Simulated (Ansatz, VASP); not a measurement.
# Sb: VASP beside Ansatz

INCAR

```
PREC = Accurate
ENCUT = 520
EDIFF = 1E-6
ISMEAR = -1
SIGMA = 0.1
LREAL = F
LASPH = T
NELM = 60
ALGO = Normal
ISIF = 2
LWAVE = F
LCHARG = F
GGA = RP
NBANDS = 8
```

File KPOINTS:

```
Automatic mesh
0
Gamma
  13 13 13
```

The input POSCAR:

```
Sb
1.0
   -1.8303099518      1.8303099518      1.8303099518
    1.8303099518     -1.8303099518      1.8303099518
    1.8303099518      1.8303099518     -1.8303099518
Sb
1
Direct
    0.0000000000      0.0000000000      0.0000000000
```

Input for Ansatz:

```yaml
crystal:
  lattice:
    - [-1.8303099518, 1.8303099518, 1.8303099518]
    - [1.8303099518, -1.8303099518, 1.8303099518]
    - [1.8303099518, 1.8303099518, -1.8303099518]
  atoms:
    - { symbol: Sb, position: [0.0, 0.0, 0.0] }
hamiltonian:
  xc: rpbe
  pseudopotentials:
    kind: paw
    azcp:
      Sb: "pseudopotentials/Sb.paw.azcp"
basis:
  ecutwfc: 420
  fft_grid_basis: typed
kpoints:
  mp_grid: { grid: [13, 13, 13], shift: [0, 0, 0] }
magnetization:
  spin_polarized: false
scf:
  occupations: { method: fermi_dirac, width: 0.1 }
  lower_state_search: "off"
output:
  stress: true
  write_density: true
  write_potential: true
  elf: true
  volumetric_format: npy
```

Alike in both runs: task single point; functional RPBE; k mesh 13 × 13 × 13; occupations fermi-dirac, width 0.1 eV; no spin polarisation.

```csv
,VASP,Ansatz
version,VASP 6.6.1,Ansatz 0.2.0
potentials or method,"VASP PAW PBE potentials, release 64 (Sb), cutoff 520 eV","plane waves (420 eV) with PAW, scalar-relativistic"
valence electrons in the cell,5,15
```

|  | VASP | Ansatz | Ansatz less VASP |
| --- | --- | --- | --- |
| pressure (GPa) | 9.0 | 9.2 | +0.22 |

VASP's potentials were made for PBE, not for RPBE. VASP's potentials hold 5 valence electrons a cell and Ansatz's 15, so a difference there can come from the potentials and not from the codes.

Spin-orbit coupling is off throughout.
